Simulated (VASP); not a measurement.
# GaP (F-43m) in VASP: notebook

GaP is run at these levels: PBE, r2SCAN; tasks: single point.

Program: VASP 6.6.1. These are calculated values, not measurements. Logs are shortened: lines on timing, memory, paths and dates and some standing lists are left out, and cuts for length are marked.

**The experiment to reproduce.**

From “Stacking defects in GaP nanowires: Electronic structure and optical properties”, 2018, arxiv:1810.01194, for a bulk crystal of GaP at 10 K: band gap 2.34 eV (indirect).

The runs below are set against these values where they give the same quantity.

## Step 1: The cell of the first run

The structure is cubic, space group F-43m (No. 216). The conventional cell has a = 5.451 Å, b = 5.451 Å, c = 5.451 Å, α = 90.00°, β = 90.00°, γ = 90.00°. Within 3.1 Å of Ga (site symmetry -43m) lie 4 P at 2.36 Å. P (site symmetry -43m) has 4 Ga at 2.36 Å within 3.1 Å.

## Step 2: Single point, PBE

Contents of INCAR:

```
SYSTEM = GaP
PREC = Accurate ; ENCUT = 520
EDIFF = 1E-6 ; ISMEAR = 0
SIGMA = 0.01 ; LREAL = .FALSE.
LASPH = .TRUE. ; NELM = 100
ALGO = Normal ; ISIF = 2
LWAVE = .FALSE. ; LCHARG = .TRUE.
GGA = PE ; LELF = .TRUE.
LVHAR = .TRUE. ; NBANDS = 16
```

Contents of KPOINTS:

```
Automatic mesh
0
G
  6 6 6
  0 0 0
```

Contents of POSCAR:

```
GaP
1.0
    0.0000000000      2.7254102088      2.7254102088
    2.7254102088      0.0000000000      2.7254102088
    2.7254102088      2.7254102088      0.0000000000
Ga P
1 1
Direct
    0.0000000000      0.0000000000      0.0000000000
    0.2500000000      0.2500000000      0.2500000000
```

Potentials or basis: VASP PAW PBE potentials, release 64 (Ga_d, P).

Run with:

```bash
$ cat potpaw_PBE.64/Ga_d/POTCAR potpaw_PBE.64/P/POTCAR > POTCAR
$ mpirun -np 1 vasp_std > vasp.out
```

OUTCAR:

```text
SYSTEM = GaP
   PREC = Accurate
   ENCUT = 520
   EDIFF = 1E-6
   ISMEAR = 0
   LREAL = .FALSE.
   LASPH = .TRUE.
   NELM = 100
   ISIF = 2
   GGA = PE

 ion  position               nearest neighbor table
   1  0.000  0.000  0.000-   2 2.36   2 2.36   2 2.36   2 2.36
   2  0.250  0.250  0.250-   1 2.36   1 2.36   1 2.36   1 2.36

  LATTYP: Found a face centered cubic cell.
 ALAT       =     5.4508204176

  Lattice vectors:

 A1 = (   0.0000000000,   2.7254102088,   2.7254102088)
 A2 = (   2.7254102088,   0.0000000000,   2.7254102088)
 A3 = (   2.7254102088,   2.7254102088,   0.0000000000)

Analysis of symmetry for initial positions (statically):
=====================================================================
 Subroutine PRICEL returns:
 Original cell was already a primitive cell.

 Routine SETGRP: Setting up the symmetry group for a
 face centered cubic supercell.

 Subroutine GETGRP returns: Found 24 space group operations
 (whereof 24 operations were pure point group operations)
 out of a pool of 48 trial point group operations.

The static configuration has the point symmetry T_d .

Analysis of symmetry for dynamics (positions and initial velocities):
=====================================================================
 Subroutine PRICEL returns:
 Original cell was already a primitive cell.

 Routine SETGRP: Setting up the symmetry group for a
 face centered cubic supercell.

 Subroutine GETGRP returns: Found 24 space group operations
 (whereof 24 operations were pure point group operations)
 out of a pool of 48 trial point group operations.

The dynamic configuration has the point symmetry T_d .

 Subroutine INISYM returns: Found 24 space group operations
 (whereof 24 operations are pure point group operations),
 and found     1 'primitive' translations

----------------------------------------------------------------------------------------

                                     Primitive cell

  volume of cell :      40.4879

  direct lattice vectors                    reciprocal lattice vectors
     0.000000000  2.725410209  2.725410209    -0.183458622  0.183458622  0.183458622
     2.725410209  0.000000000  2.725410209     0.183458622 -0.183458622  0.183458622
     2.725410209  2.725410209  0.000000000     0.183458622  0.183458622 -0.183458622

  length of vectors
[... 71 lines left out ...]
   ENCUT  =  520.0 eV  38.22 Ry    6.18 a.u.   7.17  7.17  7.17*2*pi/ulx,y,z
   NELM   =    100;   NELMIN=  2; NELMDL= -5     # of ELM steps
   EDIFF  = 0.1E-05   stopping-criterion for ELM
   LREAL  =      F    real-space projection
   EDIFFG = 0.1E-04   stopping-criterion for IOM
   NSW    =      0    number of steps for IOM
   IBRION =     -1    ionic relax: 0-MD 1-quasi-New 2-CG
   NFREE  =      0    steps in history (QN), initial steepest desc. (CG)
   ISIF   =      2    stress and relaxation
   ISYM   =      2    0-nonsym 1-usesym 2-fastsym
   POTIM  = 0.5000    time-step for ionic-motion
   TEBEG  =    0.0;   TEEND  =   0.0 temperature during run
   PSTRESS=    0.0 pullay stress
   NELECT =      18.0000    total number of electrons
   NUPDOWN=      -1.0000    fix difference up-down
   EMIN   =  10.00;   EMAX   =-10.00  energy-range for DOS
   EFERMI =   0.00;   METHOD = LEGACY
   ISMEAR =     0;   SIGMA  =   0.01  broadening in eV -4-tet -1-fermi 0-gaus
   EFERMI_NEDOS =   21; number of points for ismear=-14 and -15
   IALGO  =     38    algorithm
   IMIX   =      4    mixing-type and parameters
     AMIX     =   0.40;   BMIX     =  1.00
     AMIX_MAG =   1.60;   BMIX_MAG =  1.00
  volume/ion in A,a.u.               =      20.24       136.61
  Fermi-wavevector in a.u.,A,eV,Ry     =   1.249464  2.361145 21.240879  1.561161
  Thomas-Fermi vector in A             =   2.383503
   LORBIT       =      0    0 simple, 1 ext, 2 COOP (PROOUT), +10 PAW based schemes
   GGA     = PE    functional components
   LHFCALC =     F    Hartree Fock is set to
   AEXX    =    0.0000 exact exchange contribution
   IVDW    =     0    specifies the selected vdW correction
   LEPSILON=     F    determine dielectric tensor
   LRPA    =     F    only Hartree local field effects (RPA)
 non-spin polarized calculation
 Gauss-broadening in eV      SIGMA  =   0.01
  energy-cutoff  :      520.00
  volume of cell :       40.49
 maximum number of plane-waves:      1113
 NGX is ok and might be reduce to    30
   NGX = 15   NGY = 15   NGZ = 15

 number of electron      17.9999989 magnetization

 Free energy of the ion-electron system (eV)
  ---------------------------------------------------
  ext. energy  EPLUGINS =         0.00000000
  ---------------------------------------------------
  free energy    TOTEN  =        -9.10247843 eV

  energy without entropy =       -9.10247843  energy(sigma->0) =       -9.10247843

 E-fermi :   4.7644     XC(G=0):  -9.8293

 val. band max:        4.6569056648   @ k =   0.0000   0.0000   0.0000
 cond. band min:       6.3083138266   @ k =   0.5000   0.5000   0.0000
 fundamental gap:      1.6514081619
 Fermi energy:         4.7643686232

 k-point     1 :       0.0000    0.0000    0.0000
  band No.  band energies     occupation
      1      -9.9006      2.00000
      2      -9.9006      2.00000
      3      -9.9006      2.00000
      4      -9.8012      2.00000
      5      -9.8012      2.00000
      6      -7.8347      2.00000
[... 281 lines left out ...]
      3      -9.8406      2.00000
      4      -9.8217      2.00000
      5      -9.7880      2.00000
      6      -4.7999      2.00000
[... 8 lines left out ...]
     15      16.5601      0.00000
     16      18.2628      0.00000

------------------------ aborting loop because EDIFF is reached ----------------------------------------

  FORCE on cell =-STRESS in cart. coord.  units (eV):
  Direction    XX          YY          ZZ          XY          YZ          ZX
  --------------------------------------------------------------------------------------
  -------------------------------------------------------------------------------------
  Total        0.6144801      0.6144801      0.6144801      0.0000000      0.0000000     -0.0000000
  in kB       24.3160364     24.3160364     24.3160364      0.0000000      0.0000000     -0.0000000
  external PRESSURE =      24.3160364 kB  Pullay stress =       0.0000000 kB

 VOLUME and BASIS-vectors are now :
 -----------------------------------------------------------------------------
  energy-cutoff  :      520.00
  volume of cell :       40.49
      direct lattice vectors                 reciprocal lattice vectors
     0.000000000  2.725410209  2.725410209    -0.183458622  0.183458622  0.183458622
     2.725410209  0.000000000  2.725410209     0.183458622 -0.183458622  0.183458622
     2.725410209  2.725410209  0.000000000     0.183458622  0.183458622 -0.183458622

 POSITION                                       TOTAL-FORCE (eV/Angst)
 -----------------------------------------------------------------------------------
      0.00000      0.00000      0.00000         0.000000      0.000000      0.000000
      1.36271      1.36271      1.36271        -0.000000     -0.000000     -0.000000
 -----------------------------------------------------------------------------------
    total drift:                                0.000002      0.000002      0.000002

  FREE ENERGIE OF THE ION-ELECTRON SYSTEM (eV)
  ---------------------------------------------------
  free  energy   TOTEN  =        -9.1024784344 eV

  energy  without entropy=       -9.1024784344  energy(sigma->0) =       -9.10247843
```

stdout:

```text
POSCAR found type information on POSCAR GaP
 POSCAR found :  2 types and       2 ions
 scaLAPACK will be used
 LDA part: xc-table for (Slater+PW92), standard interpolation
 POSCAR, INCAR and KPOINTS ok, starting setup
 FFT: planning ... GRIDC
 FFT: planning ... GRID_SOFT
 FFT: planning ... GRID
 WAVECAR not read
 entering main loop
```

Wall time 9.1 s (1 thread of Intel Xeon Platinum 8488C (Sapphire Rapids), shared host); peak memory 0.17 GiB.

Results:

* Free energy: -9.1025 eV
* Pressure: 2.4 GPa
* Band gap on the k mesh: 1.65 eV, indirect (least direct gap 1.82 eV)

## Step 3: Single point, PBE

Contents of INCAR:

```
PREC = Accurate ; ENCUT = 520
EDIFF = 1E-6 ; ISMEAR = 0
SIGMA = 0.01 ; LREAL = F
LASPH = T ; NELM = 80
ALGO = Normal ; ISIF = 2
LWAVE = F ; LCHARG = T
GGA = PE ; LELF = T
LVHAR = T ; NBANDS = 16
```

Contents of KPOINTS:

```
Automatic mesh
0
Gamma
  6 6 6
```

POSCAR is that of step 2.

Potentials or basis: VASP PAW PBE potentials, release 64 (Ga_d, P).

Run with:

```bash
$ cat potpaw_PBE.64/Ga_d/POTCAR potpaw_PBE.64/P/POTCAR > POTCAR
$ mpirun -np 1 vasp_std > vasp.out
```

It took 13 s on 1 thread of Intel Xeon Platinum 8488C (Sapphire Rapids), shared host; peak memory 0.16 GiB.

Results (log left out):

| Quantity | Value |
| --- | --- |
| Free energy | -9.1025 eV |
| Pressure | 2.4 GPa |
| Band gap on the k mesh | 1.65 eV, indirect (least direct gap 1.82 eV) |

Levels at points of the mesh, in eV from the valence-band top:
| k point | band 7 | band 8 | band 9 | band 10 | band 11 | band 12 |
| --- | --- | --- | --- | --- | --- | --- |
| (0.00, 0.00, 0.00) | 0.00 | 0.00 | 0.00 | 1.82 | 3.89 | 3.89 |
| (0.50, 0.00, 0.00) | -6.63 | -1.12 | -1.12 | 1.67 | 4.72 | 4.72 |
| (0.50, 0.50, 0.00) | -6.76 | -2.68 | -2.68 | 1.65 | 1.82 | 10.59 |

## Step 4: Single point, r2SCAN

POSCAR is that of step 3.

Contents of INCAR.step1:

```
SYSTEM = GaP
PREC     = Accurate       ! precision mode
ENCUT    = 520            ! plane-wave cutoff, eV
ISMEAR   = 0              ! smearing method
SIGMA    = 0.01           ! smearing width, eV
LREAL    = .FALSE.        ! projectors in reciprocal space
LASPH    = .TRUE.         ! aspherical terms in the spheres
NELM     = 60             ! most SCF steps
NBANDS   = 16             ! bands
GGA      = PE             ! functional
ALGO     = Normal         ! electronic algorithm
EDIFF    = 1E-4           ! SCF threshold, eV
LWAVE    = .TRUE.         ! write WAVECAR
LCHARG   = .FALSE.        ! write CHGCAR
```

Contents of INCAR.step2:

```
SYSTEM = GaP
PREC     = Accurate       ! precision mode
ENCUT    = 520            ! plane-wave cutoff, eV
EDIFF    = 1E-6           ! SCF threshold, eV
ISMEAR   = 0              ! smearing method
SIGMA    = 0.01           ! smearing width, eV
LREAL    = .FALSE.        ! projectors in reciprocal space
LASPH    = .TRUE.         ! aspherical terms in the spheres
NELM     = 60             ! most SCF steps
ALGO     = Normal         ! electronic algorithm
ISIF     = 2              ! what is computed and relaxed
LWAVE    = .FALSE.        ! write WAVECAR
LCHARG   = .FALSE.        ! write CHGCAR
METAGGA  = R2SCAN         ! meta-GGA
LMIXTAU  = .TRUE.       
NBANDS   = 16             ! bands
ISTART   = 1
```

Contents of KPOINTS:

```
Automatic mesh
0
G
  6 6 6
  0 0 0
```

Potentials or basis: VASP PAW PBE potentials, release 64 (Ga_d, P).

Run with:

```bash
$ cat potpaw_PBE.64/Ga_d/POTCAR potpaw_PBE.64/P/POTCAR > POTCAR
$ cp INCAR.step1 INCAR
$ mpirun -np 1 vasp_std > vasp.out
$ cp INCAR.step2 INCAR
$ mpirun -np 1 vasp_std > vasp.out
```

OUTCAR:

```text
SYSTEM = GaP
   PREC = Accurate
   ENCUT = 520
   EDIFF = 1E-6
   ISMEAR = 0
   LREAL = .FALSE.
   LASPH = .TRUE.
   NELM = 60
   ISIF = 2
   METAGGA = R2SCAN
   ISTART = 1

 ion  position               nearest neighbor table
   1  0.000  0.000  0.000-   2 2.36   2 2.36   2 2.36   2 2.36
   2  0.250  0.250  0.250-   1 2.36   1 2.36   1 2.36   1 2.36

  LATTYP: Found a face centered cubic cell.
 ALAT       =     5.4508204176

  Lattice vectors:

 A1 = (   0.0000000000,   2.7254102088,   2.7254102088)
 A2 = (   2.7254102088,   0.0000000000,   2.7254102088)
 A3 = (   2.7254102088,   2.7254102088,   0.0000000000)

Analysis of symmetry for initial positions (statically):
=====================================================================
 Subroutine PRICEL returns:
 Original cell was already a primitive cell.

 Routine SETGRP: Setting up the symmetry group for a
 face centered cubic supercell.

 Subroutine GETGRP returns: Found 24 space group operations
 (whereof 24 operations were pure point group operations)
 out of a pool of 48 trial point group operations.

The static configuration has the point symmetry T_d .
[... 150 lines left out ...]

  energy without entropy =      -21.45100773  energy(sigma->0) =      -21.45100773

 E-fermi :   4.5143     XC(G=0): -10.5459

 val. band max:        4.4655623316   @ k =   0.0000   0.0000   0.0000
 cond. band min:       6.3749387090   @ k =   0.5000   0.5000   0.0000
 fundamental gap:      1.9093763774
 Fermi energy:         4.5142617887

 k-point     1 :       0.0000    0.0000    0.0000
  band No.  band energies     occupation
      1     -10.5296      2.00000
      2     -10.5296      2.00000
      3     -10.5295      2.00000
      4     -10.4160      2.00000
      5     -10.4160      2.00000
      6      -8.5550      2.00000
[... 281 lines left out ...]
      3     -10.4639      2.00000
      4     -10.4384      2.00000
      5     -10.4018      2.00000
      6      -5.3875      2.00000
[... 8 lines left out ...]
     15      17.0455      0.00000
     16      18.8508      0.00000

------------------------ aborting loop because EDIFF is reached ----------------------------------------

  FORCE on cell =-STRESS in cart. coord.  units (eV):
  Direction    XX          YY          ZZ          XY          YZ          ZX
  --------------------------------------------------------------------------------------
  -------------------------------------------------------------------------------------
  Total        0.0004297      0.0004297      0.0004297     -0.0000000      0.0000000     -0.0000000
  in kB        0.0170024      0.0170024      0.0170024     -0.0000000      0.0000000     -0.0000000
  external PRESSURE =       0.0170024 kB  Pullay stress =       0.0000000 kB

 VOLUME and BASIS-vectors are now :
 -----------------------------------------------------------------------------
  energy-cutoff  :      520.00
  volume of cell :       40.49
      direct lattice vectors                 reciprocal lattice vectors
     0.000000000  2.725410209  2.725410209    -0.183458622  0.183458622  0.183458622
     2.725410209  0.000000000  2.725410209     0.183458622 -0.183458622  0.183458622
     2.725410209  2.725410209  0.000000000     0.183458622  0.183458622 -0.183458622

 POSITION                                       TOTAL-FORCE (eV/Angst)
 -----------------------------------------------------------------------------------
      0.00000      0.00000      0.00000         0.000000      0.000000      0.000000
      1.36271      1.36271      1.36271        -0.000000     -0.000000     -0.000000
 -----------------------------------------------------------------------------------
    total drift:                                0.000010      0.000010      0.000010

  FREE ENERGIE OF THE ION-ELECTRON SYSTEM (eV)
  ---------------------------------------------------
  free  energy   TOTEN  =       -21.4510077250 eV

  energy  without entropy=      -21.4510077250  energy(sigma->0) =      -21.45100773
```

Wall time 46 s (1 thread of Intel Xeon Platinum 8488C (Sapphire Rapids), shared host); peak memory 0.17 GiB.

What came out:

| Property | Result |
| --- | --- |
| Free energy | -21.4510 eV |
| Pressure | 0.0 GPa |
| Band gap on the k mesh | 1.91 eV, indirect (least direct gap 2.34 eV) |

Levels at points of the mesh, in eV from the valence-band top:
```
           k point  band 6  band 7  band 8  band 9  band 10  band 11  band 12  band 13
(0.00, 0.00, 0.00)  -13.02    0.00    0.00    0.00     2.34     4.19     4.19     4.19
(0.50, 0.00, 0.00)  -10.86   -6.85   -1.17   -1.17     2.04     5.05     5.05     8.83
(0.50, 0.50, 0.00)   -9.92   -6.96   -2.80   -2.80     1.91     2.10    11.35    11.35
```

Caveat: the PAW data sets were made with another functional, which shifts forces and pressure a little.

## Step 5: How close it comes

Step 2. A measured gap of GaP is 2.34 eV (indirect; 10 K; quoted in “Stacking defects in GaP nanowires: Electronic structure and optical properties”, 2018, arxiv:1810.01194); the calculated 1.65 eV misses it by -0.69 eV. Spin-orbit coupling on Ga is left out. The value is that of PBE on a finite k mesh, which can miss the band edges, without temperature or zero-point motion. Semilocal functionals fall short of measured gaps as a rule.

Step 3. A measured gap of GaP is 2.34 eV (indirect; 10 K; quoted in “Stacking defects in GaP nanowires: Electronic structure and optical properties”, 2018, arxiv:1810.01194); the calculated 1.65 eV misses it by -0.69 eV. Spin-orbit coupling on Ga is left out. The value is that of PBE on a finite k mesh, which can miss the band edges, without temperature or zero-point motion. Semilocal functionals fall short of measured gaps as a rule.

Step 4. Measured gap of GaP: 2.34 eV (indirect; 10 K; quoted in “Stacking defects in GaP nanowires: Electronic structure and optical properties”, 2018, arxiv:1810.01194). This calculation gives 1.91 eV (-0.43 eV). Spin-orbit coupling on Ga is left out. The value is that of r2SCAN on a finite k mesh, which can miss the band edges, without temperature or zero-point motion.
